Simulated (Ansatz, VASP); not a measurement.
**MgO: VASP beside Ansatz**

The input INCAR:

```
SYSTEM = MgO
  ALGO = Normal
  EDIFF = 1E-7
  ENCUT = 520
  GGA = PS
  ISIF = 2
  ISMEAR = 0
  LASPH = .True.
  LCHARG = .False.
  LREAL = .False.
  LWAVE = .False.
  NBANDS = 11
  NELM = 80
  PREC = Accurate
  SIGMA = 0.01
```

Contents of KPOINTS:

```
k-points
0
Gamma
  6 6 6
  0 0 0
```

POSCAR

```
MgO
1.0
    0.0000000000      2.1085000000      2.1085000000
    2.1085000000      0.0000000000      2.1085000000
    2.1085000000      2.1085000000      0.0000000000
Mg O
1 1
Direct
    0.0000000000      0.0000000000      0.0000000000
    0.5000000000      0.5000000000      0.5000000000
```

Input for Ansatz:

```yaml
crystal:
  lattice:
    - [0.0, 2.1085, 2.1085]
    - [2.1085, 0.0, 2.1085]
    - [2.1085, 2.1085, 0.0]
  atoms:
    - { symbol: Mg, position: [0.0, 0.0, 0.0] }
    - { symbol: O, position: [0.5, 0.5, 0.5] }
kpoints:
  mp_grid:
    grid: [6, 6, 6]
hamiltonian:
  xc: pbesol
scf:
  occupations:
    method: fixed
output:
  eigenvalues: true
```

Alike in both runs: task single point; functional PBEsol; k mesh 6 × 6 × 6; no spin polarisation.

|  | VASP | Ansatz |
| --- | --- | --- |
| version | VASP 6.6.1 | Ansatz 0.2.0 |
| potentials or method | VASP PAW PBE potentials, release 64 (Mg, O) | plane waves, PAW |
| plane-wave cutoff (eV) | 520 | 420 |
| occupations | gaussian, width 0.01 eV | fixed |
| valence electrons in the cell | 8 | 16 |

```csv
,VASP,Ansatz,Ansatz less VASP
gap on the k mesh at the Fermi level (eV),4.60,4.60,0.000
```

VASP's potentials were made for PBE, not for PBEsol. VASP's potentials hold 8 valence electrons a cell and Ansatz's 16, so a difference there can come from the potentials and not from the codes.

The k mesh is coarse, so the values compare programs but aren't converged.
